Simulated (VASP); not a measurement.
Set up this calculation in VASP 6.6.1, as the native input.

```
Task                   : relaxation of cell and atoms
Functional             : PBEsol
Potentials or basis    : VASP PAW PBE potentials, release 64 (Na_pv, F)
Cutoff                 : 600 eV
k mesh                 : 8 × 8 × 8
Occupations            : gaussian, width 0.01 eV
Spin                   : no spin polarisation
Target pressure        : 15 GPa
Dipole correction      : no
Further INCAR settings : ALGO = Normal; EDIFF = 1e-06; IBRION = 2; EDIFFG = -0.002; NSW = 100; ISIF = 3
```

The structure of NaF lies in POSCAR:

```
NaF
1.0
    2.3150961496      2.3150961496      0.0000000000
   -2.3150961496      2.3150961496      0.0000000000
    0.0000000000      2.3150961496      2.3150961496
Na F
1 1
Direct
    0.0000000000      0.0000000000      0.0000000000
    0.5000000000      0.5000000000      0.0000000000
```

One way to write it, as run:

INCAR

```
ALGO = Normal ; EDIFF = 1E-6
EDIFFG = -0.002 ; ENCUT = 600
GGA = PS ; IBRION = 2
ISIF = 3 ; ISMEAR = 0
LASPH = True ; LCHARG = False
LREAL = False ; LWAVE = False
NELM = 80 ; NSW = 100
PREC = Accurate ; PSTRESS = 150.0
SIGMA = 0.01
```

KPOINTS

```
k-points
0
Gamma
  8 8 8
```

Potentials or basis: VASP PAW PBE potentials, release 64 (Na_pv, F).

Run with:

```bash
$ cat potpaw_PBE.64/Na_pv/POTCAR potpaw_PBE.64/F/POTCAR > POTCAR
$ mpirun -np 1 vasp_std > vasp.out
```

Results of the run:

```yaml
Relaxed_volume: 10.21 Å³/atom
Relaxed_cell: a = 3.068 Å, b = 3.068 Å, c = 3.068 Å, α = 60.00°, β = 60.00°, γ = 90.00°
Space_group_after_relaxing_to_0.1_Å: Fm-3m (No. 225)
Energy_change_on_relaxing_the_run_minimises_the_enthalpy: +83.8 meV/atom
Ionic_steps: 18
Pressure_after_relaxing: 15.0 GPa
Band_gap_on_the_k_mesh: 7.34 eV
```

Caveat: the cell is relaxed towards a set pressure, so the run minimises the enthalpy, not the energy; the volume moved by over 15 % at a fixed basis, so the end points are rough; the PAW data sets were made with another functional, which shifts forces and pressure a little.

Run time: 44 s on 1 thread of Intel(R) Xeon(R) 6975P-C (Granite Rapids) (shared host), peak memory 0.15 GiB.
